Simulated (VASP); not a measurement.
A run of VASP 6.6.1 is set up as follows.

INCAR

```
SYSTEM = SnPt3
PREC = Accurate ; ENCUT = 520
EDIFF = 1E-7 ; ISMEAR = 0
SIGMA = 0.05 ; LREAL = .False.
LASPH = .True. ; NELM = 150
ALGO = Fast ; ISIF = 2
LWAVE = .False. ; LCHARG = .True.
MAGMOM = 0 0 0 0 0 0 0 0 0 0 0 0 ; LORBIT = 11
LSORBIT = .True. ; GGA_COMPAT = .False.
LORBMOM = .True. ; LMAXMIX = 4
GGA = PS ; LVHAR = .True.
NBANDS = 58
```

Contents of KPOINTS:

```
regular mesh
0
Gamma
  6 6 6
  0 0 0
```

Contents of POSCAR:

```
SnPt3
1.0
    4.0000000000      0.0000000000      0.0000000000
    0.0000000000      4.0000000000      0.0000000000
    0.0000000000      0.0000000000      4.0000000000
Sn Pt
1 3
Direct
    0.0000000000      0.0000000000      0.0000000000
    0.0000000000      0.5000000000      0.5000000000
    0.5000000000      0.0000000000      0.5000000000
    0.5000000000      0.5000000000      0.0000000000
```

Potentials or basis: VASP PAW PBE potentials, release 64 (Sn_d, Pt).

The run is started by

```sh
$ cat potpaw_PBE.64/Sn_d/POTCAR potpaw_PBE.64/Pt/POTCAR > POTCAR
$ mpirun -np 1 vasp_ncl > vasp.out
```

Estimate the net moment.

0.00 μB per cell.

What does it give for the pressure?

1.1 GPa.

Moments on the atoms (μB; x, y, z):
```
Sn  0.00 0.00 0.00
Pt  0.00 0.00 0.00
Pt  0.00 0.00 0.00
Pt  0.00 0.00 0.00
```

Caveat: the PAW data sets were made with another functional, which shifts forces and pressure a little.
